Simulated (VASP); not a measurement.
# Si (Fd-3m) in VASP: relaxation of cell and atoms with LDA

Aim: the relaxation of cell and atoms of Si with LDA.

Program: VASP 6.6.1. These are calculated values, not measurements. Logs are shortened: lines on timing, memory, paths and dates and some standing lists are left out, and cuts for length are marked.

## 1. The cell of the first run

Symmetry: Fd-3m, No. 227, cubic system. Conventional cell: a = 5.427 Å, b = 5.427 Å, c = 5.427 Å, α = 90.00°, β = 90.00°, γ = 90.00°. Within 3.1 Å of Si (site symmetry -43m) lie 4 Si at 2.35 Å.

## 2. Relaxation of cell and atoms, LDA

File INCAR:

```
SYSTEM = Si
ALGO = Normal
EDIFF = 1E-6
EDIFFG = -0.002
ENCUT = 600
IBRION = 2
ISIF = 3
ISMEAR = -1
LASPH = .TRUE.
LCHARG = .FALSE.
LREAL = .FALSE.
LWAVE = .FALSE.
NELM = 80
NSW = 100
PREC = Accurate
SIGMA = 0.05
```

File KPOINTS:

```
k-points
0
G
  12 12 12
  0 0 0
```

File POSCAR:

```
Si
1.0
    2.7135600000      2.7135600000      0.0000000000
   -2.7135600000      2.7135600000      0.0000000000
    0.0000000000      2.7135600000      2.7135600000
Si
2
Direct
    0.2500000000      0.7500000000      0.5000000000
    0.0000000000      0.0000000000      0.0000000000
```

Potentials or basis: VASP PAW LDA potentials, release 64 (Si).

Started as:

```console
$ cat potpaw_LDA.64/Si/POTCAR > POTCAR
$ mpirun -np 1 vasp_std > vasp.out
```

OUTCAR:

```text
SYSTEM = Si
   EDIFF = 1E-6
   EDIFFG = -0.002
   ENCUT = 600
   IBRION = 2
   ISIF = 3
   ISMEAR = -1
   LASPH = .TRUE.
   LREAL = .FALSE.
   NELM = 80
   NSW = 100
   PREC = Accurate

 ion  position               nearest neighbor table
   1  0.250  0.750  0.500-   2 2.35   2 2.35   2 2.35   2 2.35
   2  0.000  0.000  0.000-   1 2.35   1 2.35   1 2.35   1 2.35

  LATTYP: Found a face centered cubic cell.
 ALAT       =     5.4271200000

  Lattice vectors:

 A1 = (   0.0000000000,   2.7135600000,   2.7135600000)
 A2 = (   2.7135600000,   0.0000000000,   2.7135600000)
 A3 = (   2.7135600000,   2.7135600000,   0.0000000000)

Analysis of symmetry for initial positions (statically):
=====================================================================
 Subroutine PRICEL returns:
 Original cell was already a primitive cell.

 Routine SETGRP: Setting up the symmetry group for a
 face centered cubic supercell.

 Subroutine GETGRP returns: Found 48 space group operations
 (whereof 24 operations were pure point group operations)
 out of a pool of 48 trial point group operations.

The static configuration has the point symmetry T_d .
 The point group associated with its full space group is O_h .

Analysis of symmetry for dynamics (positions and initial velocities):
=====================================================================
 Subroutine PRICEL returns:
 Original cell was already a primitive cell.

 Routine SETGRP: Setting up the symmetry group for a
 face centered cubic supercell.

 Subroutine GETGRP returns: Found 48 space group operations
 (whereof 24 operations were pure point group operations)
 out of a pool of 48 trial point group operations.

The dynamic configuration has the point symmetry T_d .
 The point group associated with its full space group is O_h .

 Subroutine INISYM returns: Found 48 space group operations
 (whereof 24 operations are pure point group operations),
 and found     1 'primitive' translations

----------------------------------------------------------------------------------------

                                     Primitive cell

  volume of cell :      39.9621

  direct lattice vectors                    reciprocal lattice vectors
     2.713560000  2.713560000  0.000000000     0.184259792  0.184259792 -0.184259792
    -2.713560000  2.713560000  0.000000000    -0.184259792  0.184259792 -0.184259792
     0.000000000  2.713560000  2.713560000     0.000000000  0.000000000  0.368519583

  length of vectors
     3.837553354  3.837553354  3.837553354     0.319147321  0.319147321  0.368519583

  position of ions in fractional coordinates (direct lattice)
     0.250000000  0.750000000  0.500000000
     0.000000000  0.000000000  0.000000000

  ion indices of the primitive-cell ions
   primitive index   ion index
                 1           1
                 2           2

----------------------------------------------------------------------------------------

 KPOINTS: k-points

Automatic generation of k-mesh.
 Grid dimensions read from file:
 generate k-points for:   12   12   12

 Generating k-lattice:

  Cartesian coordinates                     Fractional coordinates (reciprocal lattice)
     0.015354983  0.015354983 -0.015354983     0.083333333  0.000000000  0.000000000
    -0.015354983  0.015354983 -0.015354983     0.000000000  0.083333333  0.000000000
     0.000000000  0.000000000  0.030709965     0.000000000  0.000000000  0.083333333

  Length of vectors
     0.026595610  0.026595610  0.030709965

  Shift w.r.t. Gamma in fractional coordinates (k-lattice)
     0.000000000  0.000000000  0.000000000

 Subroutine IBZKPT returns following result:
 ===========================================

 Found     72 irreducible k-points:

 Following reciprocal coordinates:
            Coordinates               Weight
  0.000000  0.000000  0.000000      1.000000
  0.083333  0.000000  0.000000      8.000000
  0.166667  0.000000  0.000000      8.000000
  0.250000  0.000000  0.000000      8.000000
  0.333333  0.000000  0.000000      8.000000
  0.416667  0.000000  0.000000      8.000000
[... 16 lines left out ...]
  0.500000  0.166667  0.000000     24.000000
 -0.416667  0.166667  0.000000     24.000000
 [... further k-points ...]
   k-points           NKPTS =     72   k-points in BZ     NKDIM =     72   number of bands    NBANDS=      8
   number of dos      NEDOS =    301   number of ions     NIONS =      2
   total plane-waves  NPLWV =  32768
   dimension x,y,z NGX =    32 NGY =   32 NGZ =   32
   dimension x,y,z NGXF=    64 NGYF=   64 NGZF=   64
   ions per type =               2
   NGX,Y,Z   is equivalent  to a cutoff of  13.86, 13.86, 13.86 a.u.
   NGXF,Y,Z  is equivalent  to a cutoff of  27.73, 27.73, 27.73 a.u.
 SYSTEM =  Si
   PREC   = accura    normal or accurate (medium, high low for compatibility)
   ISTART =      0    job   : 0-new  1-cont  2-samecut
   ICHARG =      2    charge: 1-file 2-atom 10-const
   ISPIN  =      1    spin polarized calculation?
   LNONCOLLINEAR =      F non collinear calculations
   LSORBIT =      F    spin-orbit coupling
   LASPH  =      T    aspherical Exc in radial PAW
   ENCUT  =  600.0 eV  44.10 Ry    6.64 a.u.   7.66  7.66  7.66*2*pi/ulx,y,z
   NELM   =     80;   NELMIN=  2; NELMDL= -5     # of ELM steps
   EDIFF  = 0.1E-05   stopping-criterion for ELM
   LREAL  =      F    real-space projection
   EDIFFG = -.2E-02   stopping-criterion for IOM
   NSW    =    100    number of steps for IOM
   IBRION =      2    ionic relax: 0-MD 1-quasi-New 2-CG
   NFREE  =      1    steps in history (QN), initial steepest desc. (CG)
   ISIF   =      3    stress and relaxation
   ISYM   =      2    0-nonsym 1-usesym 2-fastsym
   POTIM  = 0.5000    time-step for ionic-motion
   TEBEG  =    0.0;   TEEND  =   0.0 temperature during run
   PSTRESS=    0.0 pullay stress
   NELECT =       8.0000    total number of electrons
   NUPDOWN=      -1.0000    fix difference up-down
   EMIN   =  10.00;   EMAX   =-10.00  energy-range for DOS
   EFERMI =   0.00;   METHOD = LEGACY
   ISMEAR =    -1;   SIGMA  =   0.05  broadening in eV -4-tet -1-fermi 0-gaus
   EFERMI_NEDOS =   21; number of points for ismear=-14 and -15
   IALGO  =     38    algorithm
   IMIX   =      4    mixing-type and parameters
     AMIX     =   0.40;   BMIX     =  1.00
     AMIX_MAG =   1.60;   BMIX_MAG =  1.00
  volume/ion in A,a.u.               =      19.98       134.84
  Fermi-wavevector in a.u.,A,eV,Ry     =   0.957684  1.809760 12.478691  0.917158
  Thomas-Fermi vector in A             =   2.086724
   LORBIT       =      0    0 simple, 1 ext, 2 COOP (PROOUT), +10 PAW based schemes
   GGA     = CA    functional components
   LHFCALC =     F    Hartree Fock is set to
   AEXX    =    0.0000 exact exchange contribution
   IVDW    =     0    specifies the selected vdW correction
   LEPSILON=     F    determine dielectric tensor
   LRPA    =     F    only Hartree local field effects (RPA)
 conjugate gradient relaxation of ions
 non-spin polarized calculation
  energy-cutoff  :      600.00
  volume of cell :       39.96
 maximum number of plane-waves:      1363
   NGX = 15   NGY = 15   NGZ = 15

--------------------------------------- Ionic step        1  -------------------------------------------

 number of electron       7.9999999 magnetization

 Free energy of the ion-electron system (eV)
  ---------------------------------------------------
  ext. energy  EPLUGINS =         0.00000000
  ---------------------------------------------------
  free energy    TOTEN  =       -11.91786886 eV

  energy without entropy =      -11.91782643  energy(sigma->0) =      -11.91784765

------------------------ aborting loop because EDIFF is reached ----------------------------------------

  FORCE on cell =-STRESS in cart. coord.  units (eV):
  Direction    XX          YY          ZZ          XY          YZ          ZX
  --------------------------------------------------------------------------------------
  -------------------------------------------------------------------------------------
  Total       -0.3135847     -0.3135847     -0.3135847      0.0000000      0.0000000      0.0000000
  in kB      -12.5723720    -12.5723720    -12.5723720      0.0000000      0.0000000      0.0000000
  external PRESSURE =     -12.5723720 kB  Pullay stress =       0.0000000 kB

 VOLUME and BASIS-vectors are now :
 -----------------------------------------------------------------------------
  energy-cutoff  :      600.00
  volume of cell :       39.96
      direct lattice vectors                 reciprocal lattice vectors
     2.713560000  2.713560000  0.000000000     0.184259792  0.184259792 -0.184259792
    -2.713560000  2.713560000  0.000000000    -0.184259792  0.184259792 -0.184259792
     0.000000000  2.713560000  2.713560000     0.000000000  0.000000000  0.368519583
[... 37 lines left out ...]
 POSITION                                       TOTAL-FORCE (eV/Angst)
 -----------------------------------------------------------------------------------
     -1.34652      4.03955      1.34652        -0.000000      0.000000     -0.000000
      0.00000      5.38607     -0.00000         0.000000     -0.000000      0.000000
 -----------------------------------------------------------------------------------
    total drift:                                0.000000     -0.000000      0.000000

  FREE ENERGIE OF THE ION-ELECTRON SYSTEM (eV)
  ---------------------------------------------------
  free  energy   TOTEN  =       -11.9189238633 eV

  energy  without entropy=      -11.9188654291  energy(sigma->0) =      -11.91889465

--------------------------------------- Ionic step        3  -------------------------------------------

 number of electron       7.9999999 magnetization

 Free energy of the ion-electron system (eV)
  ---------------------------------------------------
  ext. energy  EPLUGINS =         0.00000000
  ---------------------------------------------------
  free energy    TOTEN  =       -11.91998095 eV

  energy without entropy =      -11.91992968  energy(sigma->0) =      -11.91995532

 E-fermi :   6.1402     XC(G=0):  -9.6637

 val. band max:        5.9274264812   @ k =   0.0000   0.0000   0.0000
 cond. band min:       6.3702883841   @ k =  -0.4167   0.4167   0.0000
 fundamental gap:      0.4428619028
 Fermi energy:         6.1401571862

 k-point     1 :       0.0000    0.0000    0.0000
  band No.  band energies     occupation
      1      -6.1352      2.00000
      2       5.9274      1.97200
      3       5.9274      1.97200
      4       5.9274      1.97200
      5       8.4581      0.00000
      6       8.4581      0.00000
      7       8.4581      0.00000
      8       9.3130      0.00000

 k-point     2 :       0.0833    0.0000    0.0000
  band No.  band energies     occupation
      1      -6.0430      2.00000
      2       5.0585      2.00000
      3       5.7809      1.99848
      4       5.7809      1.99848
      5       8.5031      0.00000
      6       8.6729      0.00000
      7       8.6729      0.00000
      8       9.9694      0.00000
[... 221 lines left out ...]
 k-point    23 :       0.5000    0.1667    0.0000
  band No.  band energies     occupation
      1      -3.6008      2.00000
      2      -0.7503      2.00000
      3       3.1023      2.00000
      4       4.1275      2.00000
      5       7.8829      0.00000
      6      10.0004      0.00000
      7      10.5138      0.00000
      8      12.3011      0.00000

 k-point    24 :      -0.4167    0.1667    0.0000
  band No.  band energies     occupation
      1      -4.1988      2.00000
      2       0.2034      2.00000
      3       3.4526      2.00000
      4       4.0711      2.00000
      5       7.8507      0.00000
      6      10.1557      0.00000
      7      10.7940      0.00000
      8      10.9153      0.00000

 [... further k-points ...]

------------------------ aborting loop because EDIFF is reached ----------------------------------------

  FORCE on cell =-STRESS in cart. coord.  units (eV):
  Direction    XX          YY          ZZ          XY          YZ          ZX
  --------------------------------------------------------------------------------------
  -------------------------------------------------------------------------------------
  Total        0.0003083      0.0003083      0.0003083      0.0000000      0.0000000     -0.0000000
  in kB        0.0125251      0.0125251      0.0125251      0.0000000      0.0000000     -0.0000000
  external PRESSURE =       0.0125251 kB  Pullay stress =       0.0000000 kB

 VOLUME and BASIS-vectors are now :
 -----------------------------------------------------------------------------
  energy-cutoff  :      600.00
  volume of cell :       39.43
      direct lattice vectors                 reciprocal lattice vectors
     2.701484203  2.701484203 -0.000000000     0.185083444  0.185083444 -0.185083444
    -2.701484203  2.701484203 -0.000000000    -0.185083444  0.185083444 -0.185083444
     0.000000000  2.701484203  2.701484203     0.000000000  0.000000000  0.370166888

 POSITION                                       TOTAL-FORCE (eV/Angst)
 -----------------------------------------------------------------------------------
     -1.35074      4.05223      1.35074         0.000000      0.000000      0.000000
      0.00000      0.00000      0.00000        -0.000000     -0.000000      0.000000
 -----------------------------------------------------------------------------------
    total drift:                                0.000000      0.000000      0.000000

  FREE ENERGIE OF THE ION-ELECTRON SYSTEM (eV)
  ---------------------------------------------------
  free  energy   TOTEN  =       -11.9199809506 eV

  energy  without entropy=      -11.9199296845  energy(sigma->0) =      -11.91995532

 reached required accuracy - stopping structural energy minimisation
```

Run time: 33 s. Hardware: 1 thread of Intel Xeon 6975P-C, shared host; peak memory 0.16 GiB.

Results:

| Property | Result |
| --- | --- |
| Free energy | -11.9200 eV |
| Relaxed volume | 19.72 Å³/atom |
| Relaxed cell | a = 3.820 Å, b = 3.820 Å, c = 3.820 Å, α = 60.00°, β = 60.00°, γ = 90.00° |
| Space group after relaxing (to 0.05 Å) | Fd-3m (No. 227) |
| Energy gained by relaxing | 1.1 meV/atom |
| Ionic steps | 3 |
| Pressure after relaxing | 0.0 GPa |
| Band gap on the k mesh | 0.44 eV, indirect (least direct gap 2.53 eV) |

Step by step:
```
step  energy change (eV)  largest force (eV/Å)  pressure (GPa)  volume (Å³)
   1              0.0000                0.0000           -1.26        39.96
   2             -0.0011                0.0000            0.93        39.06
   3             -0.0021                0.0000            0.00        39.43
```

Final structure:
```cif
data_structure
_symmetry_space_group_name_H-M 'P 1'
_symmetry_Int_Tables_number 1
_cell_length_a 3.8205
_cell_length_b 3.8205
_cell_length_c 3.8205
_cell_angle_alpha 60.000
_cell_angle_beta 60.000
_cell_angle_gamma 90.000
_cell_volume 39.43
loop_
_atom_site_label
_atom_site_type_symbol
_atom_site_fract_x
_atom_site_fract_y
_atom_site_fract_z
_atom_site_occupancy
Si1 Si 0.25000 0.75000 0.50000 1
Si2 Si 0.00000 0.00000 0.00000 1
```

Levels at points of the mesh, in eV from the valence-band top:
```
           k point  band 1  band 2  band 3  band 4  band 5  band 6  band 7  band 8
(0.00, 0.00, 0.00)  -12.06    0.00    0.00    0.00    2.53    2.53    2.53    3.39
(0.50, 0.00, 0.00)   -9.69   -7.06   -1.21   -1.21    1.48    3.29    3.29    7.54
(0.50, 0.50, 0.00)   -7.86   -7.86   -2.89   -2.89    0.58    0.58   10.11   10.11
```

A k mesh can miss the band edges. LDA usually gives volumes a few per cent too small.
